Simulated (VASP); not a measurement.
# MnO2 (P4_2/mnm) in VASP: single point with PBE+U

Aim: the single point of MnO2 with PBE+U.

All numbers are computed with VASP 6.6.1; they aren't measurements. Logs are shortened: lines on timing, memory, paths and dates and some standing lists are left out, and cuts for length are marked.

### Step 1. The cell of the first run

The structure is tetragonal, space group P4_2/mnm (No. 136). Conventional cell: a = 4.396 Å, b = 4.396 Å, c = 2.871 Å, α = 90.00°, β = 90.00°, γ = 90.00°. Mn (site symmetry mmm) has 6 O at 1.88 to 1.89 Å within 2.5 Å. O (site symmetry m2m) has 3 Mn at 1.88 to 1.89 Å and 1 O at 2.46 Å within 2.5 Å.

### Step 2. Single point, PBE+U, collinear spin, ferromagnetic start

File INCAR:

```
PREC     = Accurate       # precision mode
ENCUT    = 520            # plane-wave cutoff, eV
EDIFF    = 1E-7           # SCF threshold, eV
ISMEAR   = 0              # smearing method
SIGMA    = 0.05           # smearing width, eV
LREAL    = F              # projectors in reciprocal space
LASPH    = T              # aspherical terms in the spheres
NELM     = 150            # most SCF steps
ALGO     = Normal         # electronic algorithm
ISIF     = 2              # what is computed and relaxed
LWAVE    = F              # write WAVECAR
LCHARG   = T              # write CHGCAR
ISPIN    = 2              # spin polarisation
MAGMOM   = 3 3 0 0 0 0    # initial moments
LORBIT   = 11             # projections on sites
LMAXMIX  = 4              # l up to which the mixer works
LDAU     = T              # DFT+U
LDAUTYPE = 1            
LDAUL    = 2 -1           # shell
LDAUU    = 8 0            # U, eV
LDAUJ    = 0.5 0        
LDAUPRINT= 1            
GGA      = PE             # functional
LELF     = T              # ELF
LVHAR    = T            
NBANDS   = 38             # bands
```

File KPOINTS:

```
Automatic mesh
0
Gamma
  4 4 7
```

File POSCAR:

```
MnO2
1.0
    4.3959987700      0.0000000000      0.0000000000
    0.0000000000      4.3959987700      0.0000000000
    0.0000000000      0.0000000000      2.8709991900
Mn O
2 4
Direct
    0.0000000000      0.0000000000      0.0000000000
    0.5000000000      0.5000000000      0.5000000000
    0.3020000000      0.3020000000      0.0000000000
    0.1980000000      0.8020000000      0.5000000000
    0.6980000000      0.6980000000      0.0000000000
    0.8020000000      0.1980000000      0.5000000000
```

Potentials or basis: VASP PAW PBE potentials, release 64 (Mn_pv, O).

Run with:

```bash
$ cat potpaw_PBE.64/Mn_pv/POTCAR potpaw_PBE.64/O/POTCAR > POTCAR
$ mpirun -np 1 vasp_std > vasp.out
```

OUTCAR:

```text
PREC = Accurate
   ENCUT = 520
   EDIFF = 1E-7
   ISMEAR = 0
   LREAL = F
   LASPH = T
   NELM = 150
   ISIF = 2
   ISPIN = 2
   LORBIT = 11
   GGA = PE

 ion  position               nearest neighbor table
   1  0.000  0.000  0.000-   3 1.88   5 1.88   4 1.89   6 1.89   4 1.89   6 1.89
   2  0.500  0.500  0.500-   4 1.88   6 1.88   5 1.89   3 1.89   3 1.89   5 1.89
   3  0.302  0.302  0.000-   1 1.88   2 1.89   2 1.89
   4  0.198  0.802  0.500-   2 1.88   1 1.89   1 1.89
   5  0.698  0.698  0.000-   1 1.88   2 1.89   2 1.89
   6  0.802  0.198  0.500-   2 1.88   1 1.89   1 1.89

  LATTYP: Found a simple tetragonal cell.
 ALAT       =     4.3959987700
 C/A-ratio  =     0.6530937200

  Lattice vectors:

 A1 = (   4.3959987700,   0.0000000000,   0.0000000000)
 A2 = (   0.0000000000,   4.3959987700,   0.0000000000)
 A3 = (   0.0000000000,   0.0000000000,   2.8709991900)

Analysis of symmetry for initial positions (statically):
=====================================================================
 Subroutine PRICEL returns:
 Original cell was already a primitive cell.

 Routine SETGRP: Setting up the symmetry group for a
 simple tetragonal supercell.

 Subroutine GETGRP returns: Found 16 space group operations
 (whereof  8 operations were pure point group operations)
 out of a pool of 16 trial point group operations.

The static configuration has the point symmetry D_2h.
 The point group associated with its full space group is D_4h.

Analysis of symmetry for dynamics (positions and initial velocities):
=====================================================================
 Subroutine PRICEL returns:
 Original cell was already a primitive cell.

 Routine SETGRP: Setting up the symmetry group for a
 simple tetragonal supercell.

 Subroutine GETGRP returns: Found 16 space group operations
 (whereof  8 operations were pure point group operations)
 out of a pool of 16 trial point group operations.

The dynamic configuration has the point symmetry D_2h.
 The point group associated with its full space group is D_4h.

Analysis of structural, dynamic, and magnetic symmetry:
=====================================================================
[... 224 lines left out ...]
  o =  0.9765  v =  0.0000 -0.7071  0.0000  0.7071 -0.0000  0.0000  0.0000  0.0000  0.0000  0.0000      0.0000  0.0000  0.0000  0.0000  0.0000  0.0000  0.0000  0.0000  0.0000  0.0000
  o =  0.9817  v =  0.0000  0.0000 -0.0000  0.0000 -1.0000  0.0000  0.0000  0.0000  0.0000  0.0000      0.0000  0.0000  0.0000  0.0000  0.0000  0.0000  0.0000  0.0000  0.0000  0.0000

 number of electron      49.9999991 magnetization       6.0729174

 Free energy of the ion-electron system (eV)
  ---------------------------------------------------
  ext. energy  EPLUGINS =         0.00000000
  ---------------------------------------------------
  free energy    TOTEN  =       -38.03571640 eV

  energy without entropy =      -38.03387624  energy(sigma->0) =      -38.03479632

 E-fermi :   4.9512     XC(G=0): -12.0166

 val. band max:        4.9302417167   @ k =   0.2500   0.0000   0.0000
 cond. band min:       4.9928817407   @ k =   0.5000   0.0000   0.4286
 fundamental gap:      0.0626400240
 Fermi energy:         4.9511812015

 spin component 1

 k-point     1 :       0.0000    0.0000    0.0000
  band No.  band energies     occupation
      1     -45.9635      1.00000
      2     -45.9561      1.00000
      3     -45.9450      1.00000
      4     -45.9450      1.00000
      5     -45.9146      1.00000
      6     -45.9146      1.00000
[... 949 lines left out ...]
     36      18.3342      0.00000
     37      20.6757      0.00000
 Fermi energy:         4.9511812015

 spin component 2

 k-point     1 :       0.0000    0.0000    0.0000
  band No.  band energies     occupation
      1     -42.2915      1.00000
      2     -42.2817      1.00000
      3     -42.2492      1.00000
      4     -42.2492      1.00000
      5     -42.2119      1.00000
      6     -42.2119      1.00000
[... 949 lines left out ...]
     36      19.2297      0.00000
     37      20.9484      0.00000
 [bands above 37 left out]

------------------------ aborting loop because EDIFF is reached ----------------------------------------

  FORCE on cell =-STRESS in cart. coord.  units (eV):
  Direction    XX          YY          ZZ          XY          YZ          ZX
  --------------------------------------------------------------------------------------
  -------------------------------------------------------------------------------------
  Total        6.0573990      6.0573990      8.0396685      0.0000000      0.0000000      0.0000000
  in kB      174.9236647    174.9236647    232.1670227      0.0000000      0.0000000      0.0000000
  external PRESSURE =     194.0047840 kB  Pullay stress =       0.0000000 kB

 VOLUME and BASIS-vectors are now :
 -----------------------------------------------------------------------------
  energy-cutoff  :      520.00
  volume of cell :       55.48
      direct lattice vectors                 reciprocal lattice vectors
     4.395998770  0.000000000  0.000000000     0.227479590  0.000000000  0.000000000
     0.000000000  4.395998770  0.000000000     0.000000000  0.227479590  0.000000000
     0.000000000  0.000000000  2.870999190     0.000000000  0.000000000  0.348310791

 POSITION                                       TOTAL-FORCE (eV/Angst)
 -----------------------------------------------------------------------------------
      0.00000      0.00000      0.00000         0.000000      0.000000      0.000000
      2.19800      2.19800      1.43550         0.000000      0.000000      0.000000
      1.32759      1.32759      0.00000         0.235973      0.235973     -0.000000
      0.87041      3.52559      1.43550        -0.235973      0.235973      0.000000
      3.06841      3.06841      0.00000        -0.235973     -0.235973      0.000000
      3.52559      0.87041      1.43550         0.235973     -0.235973      0.000000
 -----------------------------------------------------------------------------------
    total drift:                                0.000000      0.000000      0.000000

  FREE ENERGIE OF THE ION-ELECTRON SYSTEM (eV)
  ---------------------------------------------------
  free  energy   TOTEN  =       -38.0357163957 eV

  energy  without entropy=      -38.0338762416  energy(sigma->0) =      -38.03479632

 total charge

# of ion       s       p       d       tot
------------------------------------------
    1        0.363   6.483   4.805  11.651
    2        0.363   6.483   4.805  11.651
    3        1.570   3.495   0.000   5.065
    4        1.570   3.495   0.000   5.065
    5        1.570   3.495   0.000   5.065
    6        1.570   3.495   0.000   5.065
--------------------------------------------------
tot          7.007  26.945   9.609  43.561

 magnetization (x)

# of ion       s       p       d       tot
------------------------------------------
    1        0.021   0.032   3.303   3.356
    2        0.021   0.032   3.303   3.356
    3       -0.004  -0.164   0.000  -0.168
    4       -0.004  -0.164   0.000  -0.168
    5       -0.004  -0.164   0.000  -0.168
    6       -0.004  -0.164   0.000  -0.168
--------------------------------------------------
tot          0.026  -0.592   6.607   6.040
```

OSZICAR:

```text
N       E                     dE             d eps       ncg     rms          rms(c)
DAV:   1     0.642853927998E+03    0.64285E+03   -0.27452E+04  3720   0.160E+03
DAV:   2     0.864488647517E+01   -0.63421E+03   -0.57734E+03  3846   0.479E+02
[... 14 lines left out ...]
DAV:  17    -0.380357152511E+02   -0.58310E-05   -0.60217E-05  4200   0.616E-02    0.365E-02
DAV:  18    -0.380357156212E+02   -0.37003E-06   -0.18356E-05  4376   0.295E-02    0.348E-02
DAV:  19    -0.380357156833E+02   -0.62139E-07   -0.33340E-06  3870   0.112E-02    0.223E-02
DAV:  20    -0.380357160063E+02   -0.32299E-06   -0.18808E-06  4014   0.150E-02    0.390E-03
DAV:  21    -0.380357164109E+02   -0.40456E-06   -0.49905E-07  3512   0.603E-03    0.318E-03
DAV:  22    -0.380357163957E+02    0.15144E-07   -0.11682E-07  2238   0.241E-03
   1 F= -.38035716E+02 E0= -.38034796E+02  d E =-.184015E-02  mag=     6.0729
```

stdout:

```text
POSCAR found type information on POSCAR MnO
 POSCAR found :  2 types and       6 ions
 scaLAPACK will be used
 LDA part: xc-table for (Slater+PW92), standard interpolation
 POSCAR, INCAR and KPOINTS ok, starting setup
 FFT: planning ... GRIDC
 FFT: planning ... GRID_SOFT
 FFT: planning ... GRID
 WAVECAR not read
 entering main loop
```

It took 3.4 min on 1 thread of Intel Xeon 8259CL, shared host; peak memory 0.24 GiB.

What came out:

| Property | Result |
| --- | --- |
| Free energy | -38.0357 eV |
| Pressure | 19.4 GPa |
| Largest force | 0.334 eV/Å |
| Net moment | 6.07 μB per cell |
| Site moments | Mn +3.36; O -0.17 μB |
| Valence electrons inside the program's atomic spheres | Mn 11.65; O 5.07 |

Forces on the atoms (eV/Å):
```
Mn   0.000  0.000  0.000
Mn   0.000  0.000  0.000
O    0.236  0.236  0.000
O   -0.236  0.236  0.000
O   -0.236 -0.236  0.000
O    0.236 -0.236  0.000
```

Eigenvalues of the final occupation matrices:
| site | spin | trace | eigenvalues |
| --- | --- | --- | --- |
| site 1 d | 1 | 4.07 | 0.57 0.58 0.97 0.98 0.98 |
| site 1 d | 2 | 0.76 | 0.05 0.07 0.07 0.28 0.29 |
| site 2 d | 1 | 4.07 | 0.57 0.58 0.97 0.98 0.98 |
| site 2 d | 2 | 0.76 | 0.05 0.07 0.07 0.28 0.29 |

Caveat: the stress differs along the axes, from 17 to 23 GPa; the run started ferromagnetic, and an antiferromagnetic order may lie lower in energy. The state reached can hang on the start; a lower one may exist.
